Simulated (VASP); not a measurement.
The system is MoS2.

```
Mo S
1.0
     3.16900    0.00000    0.00000
    -1.58450    2.74443    0.00000
     0.00000    0.00000   12.32400
Mo S
2 4
Direct
  0.33333 0.66667 0.25000
  0.66667 0.33333 0.75000
  0.33333 0.66667 0.62300
  0.66667 0.33333 0.12300
  0.33333 0.66667 0.87700
  0.66667 0.33333 0.37700
```

| Quantity | Value |
| --- | --- |
| Program | VASP 6.6.1 |
| Task | relaxation of cell and atoms |
| Functional | PBE |
| Dispersion | D3(BJ) |
| Potentials or basis | VASP PAW PBE potentials, release 64 (Mo_sv, S) |
| Cutoff | 600 eV |
| k mesh | 15 × 15 × 4 |
| Occupations | gaussian, width 0.02 eV |
| Spin | no spin polarisation |

At the start: pressure -2.0 GPa; volume 17.86 Å³/atom.

Q: Where does the relaxation end?

A: Over 15 steps the energy falls by 2.8 meV/atom and the volume is 17.29 Å³/atom (-3.2 %); space group P6_3/mmc (No. 194, to 0.1 Å) before and after.

Step by step:
```
step  energy change (eV)  largest force (eV/Å)  pressure (GPa)  volume (Å³)
   1              0.0000                0.0754           -2.05       107.18
   2              0.0163                0.5249            3.51       103.68
   3             -0.0089                0.1428           -0.08       105.85
   4             -0.0114                0.0589           -0.05       105.43
   5             -0.0115                0.0381           -0.05       105.33
   6             -0.0130                0.0333           -0.05       105.09
   7             -0.0161                0.0179           -0.06       104.39
   8             -0.0152                0.0146            0.05       102.99
   9             -0.0169                0.0091            0.00       103.84
  10             -0.0169                0.0082           -0.01       103.80
  11             -0.0169                0.0074            0.00       103.77
  12             -0.0169                0.0208           -0.07       103.70
  13             -0.0169                0.0025           -0.03       103.75
  14             -0.0169                0.0079            0.11       103.64
  15             -0.0169                0.0001            0.00       103.72
```

Final structure:
```
CELL_PARAMETERS angstrom
3.14865 0.00000 0.00000
-1.57433 2.72681 0.00000
0.00000 0.00000 12.08083
ATOMIC_POSITIONS crystal
Mo 0.33333 0.66667 0.25000
Mo 0.66667 0.33333 0.75000
S 0.33333 0.66667 0.62044
S 0.66667 0.33333 0.12044
S 0.33333 0.66667 0.87956
S 0.66667 0.33333 0.37956
```
